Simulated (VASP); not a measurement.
Here is a VASP 6.6.1 calculation.

The input INCAR:

```
SYSTEM = TiO
PREC     = Accurate       ! precision mode
ENCUT    = 520            ! plane-wave cutoff, eV
EDIFF    = 1E-6           ! SCF threshold, eV
ISMEAR   = 0              ! smearing method
SIGMA    = 0.05           ! smearing width, eV
LREAL    = .FALSE.        ! projectors in reciprocal space
LASPH    = .TRUE.         ! aspherical terms in the spheres
NELM     = 150            ! most SCF steps
ALGO     = Normal         ! electronic algorithm
ISIF     = 2              ! what is computed and relaxed
LWAVE    = .FALSE.        ! write WAVECAR
LCHARG   = .FALSE.        ! write CHGCAR
ISPIN    = 2              ! spin polarisation
MAGMOM   = 0.05 0.05 0 0  ! initial moments
LORBIT   = 11             ! projections on sites
LMAXMIX  = 4              ! l up to which the mixer works
GGA      = PS             ! functional
NBANDS   = 30             ! bands
```

Contents of KPOINTS:

```
regular mesh
0
G
  10 10 6
  0 0 0
```

File POSCAR:

```
TiO
1.0
    3.1215821138      0.0000000000      0.0000000000
    0.0000000000      3.1215821138      0.0000000000
    0.0000000000      0.0000000000      4.8362742399
Ti O
2 2
Direct
    0.0000000000      0.5000000000      0.0000000000
    0.5000000000      0.0000000000      0.5000000000
    0.0000000000      0.0000000000      0.2500000000
    0.0000000000      0.0000000000      0.7500000000
```

Potentials or basis: VASP PAW PBE potentials, release 64 (Ti_sv, O).

Run with:

```sh
$ cat potpaw_PBE.64/Ti_sv/POTCAR potpaw_PBE.64/O/POTCAR > POTCAR
$ mpirun -np 1 vasp_std > vasp.out
```

(1) What does it give for the pressure?

(2) Predict the net moment.

(3) What does it give for the band gap on the k mesh?

## Answers

(1) 4.7 GPa.

(2) 0.00 μB per cell.

(3) zero (filled and empty bands overlap).

Caveat: the cell stands under pressure; the PAW data sets were made with another functional, which shifts forces and pressure a little; semilocal functionals often make such compounds metallic where correlation or magnetic order opens a gap, which also shifts bond lengths.
